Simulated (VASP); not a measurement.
A run of VASP 6.6.1 is set up as follows.

File POSCAR:

```
Si3Ge
1.0
    3.8880966177      0.0000000000      0.0000000000
    0.0000000000      3.8880966177      0.0000000000
    0.0000000000      0.0000000000      5.7611516836
Si Ge
3 1
Direct
    0.5000000000      0.0000000000      0.7548774920
    0.5000000000      0.5000000000      0.0000000000
    0.0000000000      0.5000000000      0.2451225080
    0.0000000000      0.0000000000      0.5000000000
```

File INCAR.step1:

```
SYSTEM = Si3Ge
  PREC = Accurate
  ENCUT = 520
  ISMEAR = 0
  SIGMA = 0.01
  LREAL = .FALSE.
  LASPH = .TRUE.
  NELM = 60
  NBANDS = 21
  GGA = PE
  ALGO = Normal
  EDIFF = 1E-4
  LWAVE = .TRUE.
  LCHARG = .FALSE.
```

Contents of INCAR.step2:

```
SYSTEM = Si3Ge
  PREC = Accurate
  ENCUT = 520
  EDIFF = 1E-6
  ISMEAR = 0
  SIGMA = 0.01
  LREAL = .FALSE.
  LASPH = .TRUE.
  NELM = 60
  ALGO = Normal
  ISIF = 2
  LWAVE = .FALSE.
  LCHARG = .FALSE.
  METAGGA = R2SCAN
  LMIXTAU = .TRUE.
  NBANDS = 21
  ISTART = 1
```

Contents of KPOINTS:

```
Automatic mesh
0
G
  6 6 6
  0 0 0
```

Potentials or basis: VASP PAW PBE potentials, release 64 (Si, Ge_d).

Run with:

```sh
$ cat potpaw_PBE.64/Si/POTCAR potpaw_PBE.64/Ge_d/POTCAR > POTCAR
$ cp INCAR.step1 INCAR
$ mpirun -np 1 vasp_std > vasp.out
$ cp INCAR.step2 INCAR
$ mpirun -np 1 vasp_std > vasp.out
```

Task: What does it give for the pressure?

Result: -4.2 GPa.

Task: What does it give for the band gap on the k mesh?

Result: 0.40 eV, indirect (least direct gap 1.06 eV).

Task: What does it give for the largest force?

Result: 0.014 eV/Å.

Forces in eV/Å, atoms in the order of the input:
```
Si   0.000  0.000  0.014
Si   0.000  0.000  0.000
Si   0.000  0.000 -0.014
Ge   0.000  0.000  0.000
```

Caveat: the cell differs from its parent crystal (uniaxial z strain +5.1%); the PAW data sets were made with another functional, which shifts forces and pressure a little. A k mesh can miss the band edges.
